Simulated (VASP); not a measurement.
# RbHoBr4 (P4/mmm) in VASP: further runs, part 2 of 2

VASP 6.6.1. Earlier steps stand in the parts before.

### Step 4. Relaxation of shape and atoms at fixed volume, PBE (49.01 Å³/atom)

This run uses another cell than the first one, of 49.01 Å³/atom.

Contents of INCAR:

```
SYSTEM = RbHoBr4
ALGO = Normal
EDIFF = 1E-7
EDIFFG = -0.01
ENCUT = 500
GGA = PE
GGA_COMPAT = .FALSE.
IBRION = 2
ISIF = 4
ISMEAR = 0
LASPH = .TRUE.
LCHARG = .FALSE.
LMAXMIX = 6
LREAL = .FALSE.
LWAVE = .FALSE.
NELM = 200
NELMIN = 4
NSW = 50
PREC = Accurate
SIGMA = 0.02
```

Contents of KPOINTS:

```
k-points
0
G
  4 4 4
  0 0 0
```

Contents of POSCAR:

```
RbHoBr4
1.0
    5.6241583078      0.0000000000      0.0000000000
    0.0000000000      5.6241583078      0.0000000000
    0.0000000000      0.0000000000      9.2956056604
Rb Ho Br
1 1 4
Direct
    0.0000000000      0.0000000000      0.0000000000
    0.5000000000      0.5000000000      0.5000000000
    0.5000000000      0.5000000000      0.8006767652
    0.5000000000      0.5000000000      0.1993232348
    0.5000000000      0.0000000000      0.5000000000
    0.0000000000      0.5000000000      0.5000000000
```

Potentials or basis: VASP PAW PBE potentials, release 64 (Rb_sv, Ho_3, Br), 4f in core.

Launch:

```
$ cat potpaw_PBE.64/Rb_sv/POTCAR potpaw_PBE.64/Ho_3/POTCAR potpaw_PBE.64/Br/POTCAR > POTCAR
$ mpirun -np 1 vasp_std > vasp.out
```

OUTCAR:

```text
SYSTEM = RbHoBr4
   EDIFF = 1E-7
   EDIFFG = -0.01
   ENCUT = 500
   GGA = PE
   IBRION = 2
   ISIF = 4
   ISMEAR = 0
   LASPH = .TRUE.
   LREAL = .FALSE.
   NELM = 200
   NELMIN = 4
   NSW = 50
   PREC = Accurate

 ion  position               nearest neighbor table
   1  0.000  0.000  0.000-
   2  0.500  0.500  0.500-   3 2.79   4 2.79   5 2.81   6 2.81   5 2.81   6 2.81
   3  0.500  0.500  0.801-   2 2.79
   4  0.500  0.500  0.199-   2 2.79
   5  0.500  0.000  0.500-   2 2.81   2 2.81
   6  0.000  0.500  0.500-   2 2.81   2 2.81

  LATTYP: Found a simple tetragonal cell.
 ALAT       =     5.6241583078
 C/A-ratio  =     1.6527994327

  Lattice vectors:
[... 187 lines left out ...]
  Direction    XX          YY          ZZ          XY          YZ          ZX
  --------------------------------------------------------------------------------------
  -------------------------------------------------------------------------------------
  Total       -1.6089149     -1.6089149     -1.8095336      0.0000000     -0.0000000      0.0000000
  in kB       -8.7669976     -8.7669976     -9.8601717      0.0000000     -0.0000000      0.0000000
  external PRESSURE =      -9.1313890 kB  Pullay stress =       0.0000000 kB
[... 147 lines left out ...]
--------------------------------------- Ionic step        5  -------------------------------------------

 number of electron      45.9999987 magnetization

 Free energy of the ion-electron system (eV)
  ---------------------------------------------------
  ext. energy  EPLUGINS =         0.00000000
  ---------------------------------------------------
  free energy    TOTEN  =       -22.56533669 eV

  energy without entropy =      -22.56533669  energy(sigma->0) =      -22.56533669

 E-fermi :  -1.8841     XC(G=0):  -6.4070

 val. band max:       -2.0210441753   @ k =   0.2500   0.2500   0.0000
 cond. band min:       1.3519125872   @ k =   0.0000   0.0000   0.0000
 fundamental gap:      3.3729567625
 Fermi energy:        -1.8841246887

 k-point     1 :       0.0000    0.0000    0.0000
  band No.  band energies     occupation
      1     -28.2951      2.00000
      2     -25.0706      2.00000
      3     -25.0706      2.00000
      4     -24.9321      2.00000
      5     -15.4033      2.00000
      6     -15.1418      2.00000
[... 562 lines left out ...]
  FREE ENERGIE OF THE ION-ELECTRON SYSTEM (eV)
  ---------------------------------------------------
  free  energy   TOTEN  =       -22.5653366865 eV

  energy  without entropy=      -22.5653366865  energy(sigma->0) =      -22.56533669

 reached required accuracy - stopping structural energy minimisation
```

OSZICAR:

```text
N       E                     dE             d eps       ncg     rms          rms(c)
DAV:   1     0.440628963822E+03    0.44063E+03   -0.17248E+04  1012   0.137E+03
DAV:   2     0.376115833751E+02   -0.40302E+03   -0.39483E+03  1690   0.438E+02
DAV:   3    -0.215224081619E+02   -0.59134E+02   -0.57706E+02  1592   0.124E+02
DAV:   4    -0.233554086226E+02   -0.18330E+01   -0.18297E+01  1400   0.211E+01
[... 51 lines left out ...]
DAV:   6    -0.225653419530E+02    0.83824E-05   -0.16584E-05  1480   0.244E-02    0.968E-03
DAV:   7    -0.225653379422E+02    0.40107E-05   -0.85894E-06  1436   0.165E-02    0.648E-03
DAV:   8    -0.225653368060E+02    0.11362E-05   -0.76389E-06  1584   0.135E-02    0.239E-03
DAV:   9    -0.225653367652E+02    0.40809E-07   -0.12271E-06  1136   0.516E-03    0.197E-03
DAV:  10    -0.225653366865E+02    0.78784E-07   -0.79130E-07  1416   0.459E-03
   5 F= -.22565337E+02 E0= -.22565337E+02  d E =-.173604E-02
```

CONTCAR:

```text
RbHoBr4
   1.00000000000000
     5.6115644434436511    0.0000000000000000   -0.0000000000000000
     0.0000000000000000    5.6115644434436511   -0.0000000000000000
    -0.0000000000000000    0.0000000000000000    9.3373761732798766
  Rb              Ho              Br
     1     1     4
Direct
     0.0000000000000000    0.0000000000000000    0.0000000000000000
     0.5000000000000000    0.5000000000000000    0.5000000000000000
     0.5000000000000000    0.5000000000000000    0.7972820181734925
     0.5000000000000000    0.5000000000000000    0.2027179818265074
     0.5000000000000000    0.0000000000000000    0.5000000000000000
     0.0000000000000000    0.5000000000000000    0.5000000000000000

  0.00000000E+00  0.00000000E+00  0.00000000E+00
  0.00000000E+00  0.00000000E+00  0.00000000E+00
  0.00000000E+00  0.00000000E+00  0.00000000E+00
  0.00000000E+00  0.00000000E+00  0.00000000E+00
  0.00000000E+00  0.00000000E+00  0.00000000E+00
  0.00000000E+00  0.00000000E+00  0.00000000E+00
```

Run time: 6.3 min. Hardware: 1 thread of Intel Xeon 6975P-C (Granite Rapids), shared host; peak memory 0.45 GiB.

What came out:

| Property | Result |
| --- | --- |
| Free energy | -22.5653 eV |
| Energy gained by relaxing | 0.7 meV/atom |
| Ionic steps | 5 |
| Pressure after relaxing | -0.7 GPa |
| Largest force after relaxing | 0.004 eV/Å |
| Band gap on the k mesh | 3.37 eV (least direct gap 3.41 eV) |

Forces on the atoms (eV/Å):
```
Rb   0.000  0.000  0.000
Ho   0.000  0.000  0.000
Br   0.000  0.000  0.004
Br   0.000  0.000 -0.004
Br   0.000  0.000  0.000
Br   0.000  0.000  0.000
```

The path:
| step | energy change (eV) | largest force (eV/Å) | pressure (GPa) | volume (Å³) |
| --- | --- | --- | --- | --- |
| 1 | 0.0000 | 0.1531 | -0.91 | 294.03 |
| 2 | -0.0019 | 0.0936 | -0.86 | 294.03 |
| 3 | -0.0026 | 0.0250 | -0.80 | 294.03 |
| 4 | -0.0035 | 0.0158 | -0.78 | 294.03 |
| 5 | -0.0043 | 0.0043 | -0.73 | 294.03 |

Final structure:
```
Rb Ho Br
1.0
     5.61156    0.00000    0.00000
     0.00000    5.61156    0.00000
     0.00000    0.00000    9.33738
Rb Ho Br
1 1 4
Direct
  0.00000 0.00000 0.00000
  0.50000 0.50000 0.50000
  0.50000 0.50000 0.79728
  0.50000 0.50000 0.20272
  0.50000 0.00000 0.50000
  0.00000 0.50000 0.50000
```

Caveat: spin-orbit coupling is left out, which moves the levels of the heavy elements; the 4f electrons are frozen in the core, so they carry no moment and show no levels.

### Step 5. Single point, PBE

This run uses another cell than the first one, of 50.85 Å³/atom.

Contents of INCAR:

```
ALGO     = Normal         # electronic algorithm
EDIFF    = 1E-6           # SCF threshold, eV
ENCUT    = 500            # plane-wave cutoff, eV
GGA      = PE             # functional
GGA_COMPAT= F            
ISIF     = 2              # what is computed and relaxed
ISMEAR   = 0              # smearing method
LASPH    = T              # aspherical terms in the spheres
LCHARG   = F              # write CHGCAR
LMAXMIX  = 6              # l up to which the mixer works
LREAL    = F              # projectors in reciprocal space
LWAVE    = F              # write WAVECAR
NBANDS   = 32             # bands
NELM     = 200            # most SCF steps
PREC     = Accurate       # precision mode
SIGMA    = 0.02           # smearing width, eV
```

Contents of KPOINTS:

```
k-points
0
Gamma
  6 6 6
```

Contents of POSCAR:

```
RbHoBr4
1.0
    5.6611344839      0.0000000000      0.0000000000
    0.0000000000      5.6611344839      0.0000000000
    0.0000000000      0.0000000000      9.5207824354
Rb Ho Br
1 1 4
Direct
    0.0000000000      0.0000000000      0.0000000000
    0.5000000000      0.5000000000      0.5000000000
    0.5000000000      0.5000000000      0.7920863831
    0.5000000000      0.5000000000      0.2079136169
    0.5000000000      0.0000000000      0.5000000000
    0.0000000000      0.5000000000      0.5000000000
```

Launch:

```
$ cat potpaw_PBE.64/Rb_sv/POTCAR potpaw_PBE.64/Ho_3/POTCAR potpaw_PBE.64/Br/POTCAR > POTCAR
$ mpirun -np 1 vasp_std > vasp.out
```

It took 4.8 min on 1 thread of Intel Xeon 6975P-C (Granite Rapids), shared host; peak memory 0.56 GiB.

Results (log left out):

```
Free energy            : -22.5049 eV
Pressure               : -1.1 GPa
Largest force          : 0.010 eV/Å
Band gap on the k mesh : 3.41 eV (least direct gap 3.52 eV)
```

Forces on the atoms (eV/Å):
```
Rb   0.000  0.000  0.000
Ho   0.000  0.000  0.000
Br   0.000  0.000  0.010
Br   0.000  0.000 -0.010
Br   0.000  0.000  0.000
Br   0.000  0.000  0.000
```

Levels at points of the mesh, in eV from the valence-band top:
| k point | band 21 | band 22 | band 23 | band 24 | band 25 | band 26 |
| --- | --- | --- | --- | --- | --- | --- |
| (0.00, 0.00, 0.00) | -0.38 | -0.38 | -0.11 | 3.41 | 3.60 | 4.19 |
| (0.50, 0.00, 0.00) | -0.38 | -0.20 | 0.00 | 4.22 | 4.63 | 4.67 |
| (0.50, 0.50, 0.00) | -0.05 | 0.00 | 0.00 | 5.12 | 5.12 | 5.35 |
| (0.00, 0.00, 0.50) | -0.56 | -0.27 | -0.27 | 3.41 | 4.04 | 4.11 |
| (0.50, 0.00, 0.50) | -0.46 | -0.25 | -0.14 | 4.12 | 4.58 | 4.63 |
| (0.50, 0.50, 0.50) | -0.10 | -0.10 | -0.05 | 4.98 | 4.98 | 5.11 |

Caveat: spin-orbit coupling is left out, which moves the levels of the heavy elements; the 4f electrons are frozen in the core, so they carry no moment and show no levels.

### Step 6. Relaxation of shape and atoms at fixed volume, PBE (50.85 Å³/atom)

This run uses another cell than the first one, of 50.85 Å³/atom.

Contents of INCAR:

```
ALGO = Normal
EDIFF = 1E-7
EDIFFG = -0.01
ENCUT = 500
GGA = PE
GGA_COMPAT = False
IBRION = 2
ISIF = 4
ISMEAR = 0
LASPH = True
LCHARG = False
LMAXMIX = 6
LREAL = False
LWAVE = False
NELM = 200
NELMIN = 4
NSW = 50
PREC = Accurate
SIGMA = 0.02
```

Contents of KPOINTS:

```
k-points
0
Gamma
  4 4 4
```

Contents of POSCAR:

```
RbHoBr4
1.0
    5.6808288236      0.0000000000      0.0000000000
    0.0000000000      5.6808288236      0.0000000000
    0.0000000000      0.0000000000      9.4548834244
Rb Ho Br
1 1 4
Direct
    0.0000000000      0.0000000000      0.0000000000
    0.5000000000      0.5000000000      0.5000000000
    0.5000000000      0.5000000000      0.7971507530
    0.5000000000      0.5000000000      0.2028492470
    0.5000000000      0.0000000000      0.5000000000
    0.0000000000      0.5000000000      0.5000000000
```

Potentials or basis: VASP PAW PBE potentials, release 64 (Rb_sv, Ho_3, Br), 4f in core.

Launch:

```
$ cat potpaw_PBE.64/Rb_sv/POTCAR potpaw_PBE.64/Ho_3/POTCAR potpaw_PBE.64/Br/POTCAR > POTCAR
$ mpirun -np 1 vasp_std > vasp.out
```

Run time: 5 min. Hardware: 1 thread of AMD EPYC 9R45 (Zen 5), shared host; peak memory 0.42 GiB.

The run converged. Its results:

| Property | Result |
| --- | --- |
| Free energy | -22.5026 eV |
| Energy gained by relaxing | 1.4 meV/atom |
| Ionic steps | 5 |
| Pressure after relaxing | -1.1 GPa |
| Band gap on the k mesh | 3.41 eV (least direct gap 3.52 eV) |

Step by step:
| step | energy change (eV) | largest force (eV/Å) | pressure (GPa) | volume (Å³) |
| --- | --- | --- | --- | --- |
| 1 | 0.0000 | 0.2022 | -1.32 | 305.13 |
| 2 | -0.0034 | 0.1287 | -1.26 | 305.13 |
| 3 | -0.0048 | 0.0391 | -1.18 | 305.13 |
| 4 | -0.0064 | 0.0290 | -1.15 | 305.13 |
| 5 | -0.0086 | 0.0013 | -1.07 | 305.13 |

Final structure:
```cif
data_structure
_symmetry_space_group_name_H-M 'P 1'
_symmetry_Int_Tables_number 1
_cell_length_a 5.6597
_cell_length_b 5.6597
_cell_length_c 9.5257
_cell_angle_alpha 90.000
_cell_angle_beta 90.000
_cell_angle_gamma 90.000
_cell_volume 305.13
loop_
_atom_site_label
_atom_site_type_symbol
_atom_site_fract_x
_atom_site_fract_y
_atom_site_fract_z
_atom_site_occupancy
Rb1 Rb 0.00000 0.00000 0.00000 1
Ho1 Ho 0.50000 0.50000 0.50000 1
Br1 Br 0.50000 0.50000 0.79220 1
Br2 Br 0.50000 0.50000 0.20780 1
Br3 Br 0.50000 0.00000 0.50000 1
Br4 Br 0.00000 0.50000 0.50000 1
```

Levels at points of the mesh, in eV from the valence-band top:
```
           k point  band 21  band 22  band 23  band 24  band 25  band 26
(0.00, 0.00, 0.00)    -0.37    -0.37    -0.11     3.41     3.61     4.18
(0.50, 0.00, 0.00)    -0.38    -0.20     0.00     4.22     4.63     4.67
(0.50, 0.50, 0.00)    -0.06     0.00     0.00     5.12     5.12     5.35
(0.00, 0.00, 0.50)    -0.56    -0.26    -0.26     3.41     4.05     4.10
(0.50, 0.00, 0.50)    -0.46    -0.25    -0.14     4.11     4.58     4.62
(0.50, 0.50, 0.50)    -0.10    -0.10    -0.06     4.98     4.98     5.12
```

Caveat: spin-orbit coupling is left out, which moves the levels of the heavy elements; the 4f electrons are frozen in the core, so they carry no moment and show no levels. A k mesh can miss the band edges.

### Step 7. The runs side by side

| task | cell | k mesh | smearing | gap on the mesh (eV) | pressure (GPa) | relaxed volume (Å³/atom) |
| --- | --- | --- | --- | --- | --- | --- |
| relaxation of cell and atoms | relaxed from a = 5.527, b = 5.527, c = 9.080 Å, 6 atoms, atomic positions A | 4 × 4 × 4 | gaussian 0.01 eV | 3.23 | 0.0 | 46.28 |
| relaxation of shape and atoms at fixed volume | relaxed from a = 5.582, b = 5.582, c = 9.170 Å, 6 atoms, atomic positions A | 4 × 4 × 4 | gaussian 0.02 eV | 3.31 | -0.4 | 47.62 |
| relaxation of shape and atoms at fixed volume | relaxed from a = 5.624, b = 5.624, c = 9.296 Å, 6 atoms, atomic positions B | 4 × 4 × 4 | gaussian 0.02 eV | 3.37 | -0.7 | - |
| single point | a = 5.661, b = 5.661, c = 9.521 Å, 6 atoms, atomic positions C | 6 × 6 × 6 | gaussian 0.02 eV | 3.41 | -1.1 | - |
| relaxation of shape and atoms at fixed volume | relaxed from a = 5.681, b = 5.681, c = 9.455 Å, 6 atoms, atomic positions D | 4 × 4 × 4 | gaussian 0.02 eV | 3.41 | -1.1 | - |

Alike in all rows: level PBE; potentials or basis VASP PAW PBE potentials, release 64 (Rb_sv, Ho_3, Br), 4f in core; no spin polarisation; cutoff (eV) 500.

Caveats: spin-orbit coupling is left out, which moves the levels of the heavy elements; the 4f electrons are frozen in the core, so they carry no moment and show no levels.

Total energies depend on the potentials used, so only differences within one code and one set of settings carry meaning.
